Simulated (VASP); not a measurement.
Set up this calculation in VASP 6.6.1, as the native input.

| Property | Result |
| --- | --- |
| Task | single point |
| Functional | PBE |
| Potentials or basis | VASP PAW PBE potentials, release 64 (Be) |
| Cutoff | 520 eV |
| k mesh | 16 × 16 × 10 |
| Occupations | gaussian, width 0.05 eV |
| Spin | no spin polarisation |
| Dipole correction | no |
| Further INCAR settings | ALGO = Normal; EDIFF = 1e-06; NBANDS = 9 |

The structure of Be lies in POSCAR:

```
Be
1.0
    2.2658875096      0.0000000000      0.0000000000
   -1.1329437548      1.9623161454      0.0000000000
    0.0000000000      0.0000000000      3.5581563731
Be
2
Direct
    0.3333333333      0.6666666667      0.7500000000
    0.6666666667      0.3333333333      0.2500000000
```

These files were run (other wordings do the same):

INCAR

```
ALGO     = Normal         # electronic algorithm
EDIFF    = 1E-6           # SCF threshold, eV
ENCUT    = 520            # plane-wave cutoff, eV
GGA      = PE             # functional
ISIF     = 2              # what is computed and relaxed
ISMEAR   = 0              # smearing method
LASPH    = True           # aspherical terms in the spheres
LCHARG   = False          # write CHGCAR
LREAL    = False          # projectors in reciprocal space
LWAVE    = False          # write WAVECAR
NBANDS   = 9              # bands
NELM     = 60             # most SCF steps
PREC     = Accurate       # precision mode
SIGMA    = 0.05           # smearing width, eV
```

KPOINTS

```
k-points
0
Gamma
  16 16 10
```

Potentials or basis: VASP PAW PBE potentials, release 64 (Be).

Command:

```sh
$ cat potpaw_PBE.64/Be/POTCAR > POTCAR
$ mpirun -np 1 vasp_std > vasp.out
```

Results of the run:

```
Pressure               : 0.1 GPa
Band gap on the k mesh : zero (bands 2 and 3 overlap by 1.64 eV)
```

Run time: 14 s on 1 thread of Intel(R) Xeon(R) Platinum 8259CL CPU @ 2.50GHz (Skylake/Cascade Lake), on a shared host, peak memory 0.13 GiB.
